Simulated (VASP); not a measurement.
Wanted: the native input for a VASP 6.6.1 run.

```yaml
Task: single point
Functional: PBEsol
Potentials_or_basis: VASP PAW PBE potentials, release 64 (Nb_sv)
Cutoff: 520 eV
k_mesh: 12 × 12 × 1
Occupations: fermi-dirac, width 0.1 eV
Spin: no spin polarisation
Dipole_correction: yes
Further_INCAR_settings: ALGO = Normal; EDIFF = 1e-06; NBANDS = 40
```

The structure of Nb lies in POSCAR:

```
Nb
1.0
    2.8349627735      0.0000000000      0.0000000000
   -0.9449875912      2.6728285354      0.0000000000
    0.0000000000      0.0000000000     25.2589000000
Nb
5
Direct
    0.0000000000      0.0000000000      0.3167190646
    0.5000000000      0.5000000000      0.4083595320
    0.0000000000      0.0000000000      0.5000000000
    0.5000000000      0.5000000000      0.5916404680
    0.0000000000      0.0000000000      0.6832809354
```

One way to write it, as run:

INCAR

```
PREC = Accurate ; ENCUT = 520
EDIFF = 1E-6 ; ISMEAR = -1
SIGMA = 0.1 ; LREAL = F
LASPH = T ; NELM = 100
ALGO = Normal ; ISIF = 2
LWAVE = F ; LCHARG = F
LDIPOL = T ; IDIPOL = 3
DIPOL = 0.5 0.5 0.500 ; GGA = PS
NBANDS = 40
```

KPOINTS

```
Automatic mesh
0
Gamma
  12 12 1
```

Potentials or basis: VASP PAW PBE potentials, release 64 (Nb_sv).

Command:

```bash
$ cat potpaw_PBE.64/Nb_sv/POTCAR > POTCAR
$ mpirun -np 1 vasp_std > vasp.out
```

It gave:

The largest force is 0.403 eV/Å and the band gap on the k mesh is zero (an odd number of electrons rules out a gap without spin polarisation).

Caveat: the PAW data sets were made with another functional, which shifts forces and pressure a little.

It took 6.6 min on 1 thread of AMD EPYC 9R45 96-Core Processor (Zen 5) (shared host), peak memory 0.43 GiB.
